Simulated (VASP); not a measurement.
Here is a VASP 6.6.1 calculation.

Contents of INCAR:

```
PREC = Accurate ; ENCUT = 520
EDIFF = 1E-7 ; ISMEAR = 0
SIGMA = 0.15 ; LREAL = False
LASPH = True ; NELM = 60
ALGO = Normal ; ISIF = 2
LWAVE = False ; LCHARG = False
NBANDS = 12
```

File KPOINTS:

```
regular mesh
0
Gamma
  16 16 16
```

POSCAR

```
TeAs
1.0
   -0.9382822118      2.5802760823      2.5802760823
    2.5802760823     -0.9382822118      2.5802760823
    2.5802760823      2.5802760823     -0.9382822118
Te As
1 1
Direct
    0.5000000000      0.5000000000      0.5000000000
    0.0000000000      0.0000000000      0.0000000000
```

Potentials or basis: VASP PAW LDA potentials, release 64 (Te, As).

The run is started by

```sh
$ cat potpaw_LDA.64/Te/POTCAR potpaw_LDA.64/As/POTCAR > POTCAR
$ mpirun -np 1 vasp_std > vasp.out
```

Question: Estimate the pressure.

Answer: -8.4 GPa.

Question: What does it give for the band gap on the k mesh?

Answer: Zero (an odd number of electrons rules out a gap without spin polarisation).

Stress tensor (GPa, compression positive):
```
-8.38  2.77  2.77
 2.77 -8.38  2.77
 2.77  2.77 -8.38
```

Caveat: the cell stands under tension; spin-orbit coupling is left out, which moves the levels of the heavy elements.
